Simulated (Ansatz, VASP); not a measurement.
**PbF2: VASP beside Ansatz**

Contents of INCAR:

```
SYSTEM = PbF2
ALGO = Normal
EDIFF = 1E-7
ENCUT = 520
GGA = PS
GGA_COMPAT = .FALSE.
ISIF = 2
ISMEAR = -1
LASPH = .TRUE.
LCHARG = .FALSE.
LNONCOLLINEAR = .TRUE.
LORBIT = 11
LORBMOM = .TRUE.
LREAL = .FALSE.
LSORBIT = .TRUE.
LWAVE = .FALSE.
MAGMOM = 0 0 0 0 0 0 0 0 0
NBANDS = 41
NELM = 150
PREC = Accurate
SIGMA = 0.05
```

Contents of KPOINTS:

```
k-points
0
G
  8 8 8
  0 0 0
```

Contents of POSCAR:

```
PbF2
1.0
    0.0000000000      2.9636600000      2.9636600000
    2.9636600000      0.0000000000      2.9636600000
    2.9636600000      2.9636600000      0.0000000000
Pb F
1 2
Direct
    0.0000000000      0.0000000000      0.0000000000
    0.7500000000      0.7500000000      0.7500000000
    0.2500000000      0.2500000000      0.2500000000
```

input.yaml

```yaml
crystal:
  lattice:
    - [0.0, 2.96366, 2.96366]
    - [2.96366, 0.0, 2.96366]
    - [2.96366, 2.96366, 0.0]
  atoms:
    - { symbol: Pb, position: [0.0, 0.0, 0.0] }
    - { symbol: F, position: [0.75, 0.75, 0.75] }
    - { symbol: F, position: [0.25, 0.25, 0.25] }
hamiltonian:
  xc: pbesol
  pseudopotentials: { kind: paw_fr }
magnetization:
  noncollinear: true
  spin_orbit: true
kpoints:
  mp_grid: { grid: [8, 8, 8] }
  band_path:
    path:
      - [[0.0, 0.0, 0.0], [0.5, 0.0, 0.5], [0.5, 0.25, 0.75], [0.375, 0.375, 0.75], [0.0, 0.0, 0.0], [0.5, 0.5, 0.5], [0.625, 0.25, 0.625], [0.5, 0.25, 0.75], [0.5, 0.5, 0.5], [0.375, 0.375, 0.75]]
      - [[0.625, 0.25, 0.625], [0.5, 0.0, 0.5]]
    npoints: 14
scf:
  occupations: { method: fermi_dirac, width: 0.05 }
  n_extra_bands: 7
output:
  forces: true
  stress: true
  eigenvalues: true
  fatbands: false
```

Alike in both runs: functional PBEsol; k mesh 8 × 8 × 8; occupations fermi-dirac, width 0.05 eV; non-collinear spin, spin-orbit coupling.

```csv
,VASP,Ansatz
version,VASP 6.6.1,Ansatz 0.2.0
potentials or method,"VASP PAW PBE potentials, release 64 (Pb_d, F)",Ansatz PAW
plane-wave cutoff (eV),520,420
valence electrons in the cell,28,28
task,single point,band structure
```

|  | VASP | Ansatz | Ansatz less VASP |
| --- | --- | --- | --- |
| pressure (GPa) | -1.4 | -1.2 | +0.19 |

VASP's potentials were made for PBE, not for PBEsol. The functional is the same, so the differences come from potentials, cutoffs and numerics.
